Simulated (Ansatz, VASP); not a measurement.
# CoSi2 in VASP and in Ansatz

```
CELL_PARAMETERS angstrom
0.00000 2.65635 2.65635
2.65635 0.00000 2.65635
2.65635 2.65635 0.00000
ATOMIC_POSITIONS crystal
Co 0.02009 0.97991 0.97991
Si 0.19974 0.30026 0.24191
Si 0.75809 0.74191 0.80026
```

Change from the starting cell: mode 4 frozen in at -0.112 Å and mode 8 at -0.155 Å (largest displacements).

Alike in both runs: task single point; functional PBEsol; k mesh 14 × 14 × 14; occupations gaussian, width 0.15 eV; no spin polarisation.

|  | VASP | Ansatz |
| --- | --- | --- |
| version | VASP 6.6.1 | Ansatz 0.2.0 |
| potentials or method | VASP PAW PBE potentials, release 64 (Co, Si), cutoff 520 eV | scalar-relativistic, plane waves, PAW |
| valence electrons in the cell | 17 | 25 |

```csv
,VASP,Ansatz,Ansatz less VASP
gap on the k mesh at the Fermi level (eV),none,none,-
pressure (GPa),8.7,8.6,-0.12
"traceless stress, the component that is largest in VASP (GPa)",13.25,13.10,-0.153
rms of the force components (eV/Å),1.788,1.764,-0.0243
```

VASP's potentials were made for PBE, not for PBEsol, and Ansatz warns of the same on its side. Atom by atom the forces differ by 0.026 eV/Å (rms over components). A gap of «none» marks a metal or a gap that the smearing closes. With one functional, cell and mesh, what is left measures potentials, basis and numerics. VASP's potentials hold 17 valence electrons a cell and Ansatz's 25, so a difference there can come from the potentials and not from the codes.
